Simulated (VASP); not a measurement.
Wanted: the native input for a VASP 6.6.1 run.

* Task: single point
* Functional: PBE
* Potentials or basis: VASP PAW PBE potentials, release 64 (Ga_d, N)
* Cutoff: 520 eV
* k mesh: 12 × 12 × 6
* Occupations: fermi-dirac, width 0.02 eV
* Spin: no spin polarisation
* Dipole correction: no
* Further INCAR settings: ALGO = Normal; EDIFF = 1e-06; NBANDS = 26

The structure of GaN lies in POSCAR:

```
GaN
1.0
    3.0752406057      0.0000000000      0.0000000000
   -1.5376203028      2.7566882179      0.0000000000
    0.0000000000      0.0000000000      5.1836251588
Ga N
2 2
Direct
    0.3344562232      0.6689124464      0.0006640770
    0.6655437768      0.3310875536      0.5006640770
    0.3367603276      0.6735206552      0.3743359230
    0.6632396724      0.3264793448      0.8743359230
```

This cell differs from its parent crystal: uniaxial x strain -3.4%.

The input as run:

INCAR

```
SYSTEM = GaN
ALGO = Normal
EDIFF = 1E-6
ENCUT = 520
GGA = PE
ISIF = 2
ISMEAR = -1
LASPH = .TRUE.
LCHARG = .FALSE.
LREAL = .FALSE.
LWAVE = .FALSE.
NBANDS = 26
NELM = 60
PREC = Accurate
SIGMA = 0.02
```

KPOINTS

```
k-points
0
G
  12 12 6
  0 0 0
```

Potentials or basis: VASP PAW PBE potentials, release 64 (Ga_d, N).

Run with:

```console
$ cat potpaw_PBE.64/Ga_d/POTCAR potpaw_PBE.64/N/POTCAR > POTCAR
$ mpirun -np 1 vasp_std > vasp.out
```

Results of the run:

- Pressure: 13.5 GPa
- Largest force: 0.023 eV/Å
- Band gap on the k mesh: 1.98 eV

Caveat: the cell differs from its parent crystal (uniaxial x strain -3.4%); the stress differs along the axes, from 10 to 19 GPa.

Wall time 3.9 min on 1 thread of Intel Xeon 8259CL, with other jobs on the host, peak memory 0.28 GiB.
